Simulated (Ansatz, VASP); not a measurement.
## TaN: VASP beside Ansatz

```
Ta N
1.0
     2.93800    0.00000    0.00000
    -1.46900    2.54438    0.00000
     0.00000    0.00000    2.88300
Ta N
1 1
Cartesian
  0.0000 1.6963 1.4415
  0.0000 0.0000 0.0000
```

Alike in both runs: task relaxation of cell and atoms; functional PBE; k mesh 10 × 10 × 9; occupations fermi-dirac, width 0.05 eV; no spin polarisation; Hubbard terms Ta d U = 2.0 eV.

|  | VASP | Ansatz |
| --- | --- | --- |
| version | VASP 6.6.1 | Ansatz 0.2.0 |
| potentials or method | VASP PAW PBE potentials, release 64 (Ta_sv_GW, N) | Ansatz PAW |
| plane-wave cutoff (eV) | 600 | 420 |
| valence electrons in the cell | 18 | 18 |

VASP gave:

```
gap on the k mesh at the Fermi level, each at its own relaxed structure (eV) : none
relaxed volume (Å³/atom)                                                     : 11.12
relaxed cell length with the largest relative difference (Å)                 : 2.916
```

Task: What did Ansatz give for the same quantities?

Result: gap on the k mesh at the Fermi level, each at its own relaxed structure (eV): none; relaxed volume (Å³/atom): 10.98; relaxed cell length with the largest relative difference (Å): 2.900.

The programs project onto different local orbitals, so the same U acts differently, and such runs can settle in different states. A gap of «none» marks a metal or a gap that the smearing closes.

Neither program's run includes spin-orbit coupling. Noted on Ansatz's run: the plane-wave basis is chosen anew once the cell has moved, so the energies of steps on either side of that aren't comparable.
